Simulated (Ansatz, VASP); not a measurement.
Two plane-wave programs on P

File POSCAR:

```
P
1.0
    4.2729048574      0.0000000000      0.0000000000
    0.0000000000      4.2729048574      0.0000000000
    0.0000000000      0.0000000000      4.5969000000
P
1
Direct
    0.0000000000      0.0000000000      0.0000000000
```

File INCAR.step1:

```
PREC = Accurate
ENCUT = 520
ISMEAR = 0
SIGMA = 0.15
LREAL = F
LASPH = T
NELM = 60
NBANDS = 8
GGA = PE
ALGO = Normal
EDIFF = 1E-4
LWAVE = T
LCHARG = F
```

The input INCAR.step2:

```
PREC = Accurate
ENCUT = 520
EDIFF = 1E-6
ISMEAR = 0
SIGMA = 0.15
LREAL = F
LASPH = T
NELM = 60
ALGO = Normal
ISIF = 2
LWAVE = F
LCHARG = T
METAGGA = R2SCAN
LMIXTAU = T
LELF = T
LVHAR = T
NBANDS = 8
ISTART = 1
```

File KPOINTS:

```
regular mesh
0
Gamma
  12 12 12
```

Input for Ansatz:

```yaml
crystal:
  lattice:
    - [4.2729048574, 0.0, 0.0]
    - [0.0, 4.2729048574, 0.0]
    - [0.0, 0.0, 4.5969]
  atoms:
    - { symbol: P, position: [0.0, 0.0, 0.0] }
basis:
  ecutwfc: 500
kpoints:
  mp_grid: { grid: [12, 12, 12] }
hamiltonian:
  xc: r2scan
scf:
  occupations: { method: gaussian, width: 0.15 }
output:
  forces: true
  stress: true
  eigenvalues: true
```

Change from the starting cell: strain +0.000 along x and y, +0.050 along z, atoms carried along.

Alike in both runs: task single point; functional r2SCAN; k mesh 12 × 12 × 12; occupations gaussian, width 0.15 eV; no spin polarisation.

|  | VASP | Ansatz |
| --- | --- | --- |
| version | VASP 6.6.1 | Ansatz 0.2.0 |
| potentials or method | VASP PAW PBE potentials, release 64 (P), cutoff 520 eV | scalar-relativistic, plane waves, PAW |
| valence electrons in the cell | 5 | 5 |

|  | VASP | Ansatz | Ansatz less VASP |
| --- | --- | --- | --- |
| gap on the k mesh at the Fermi level (eV) | none | none | - |
| pressure (GPa) | -3.6 | -3.6 | 0.00 |
| traceless stress, the component that is largest in VASP (GPa) | 0.77 | 0.77 | +0.001 |

VASP's potentials were made for PBE, not for r2SCAN. A gap of «none» marks a metal or a gap that the smearing closes.
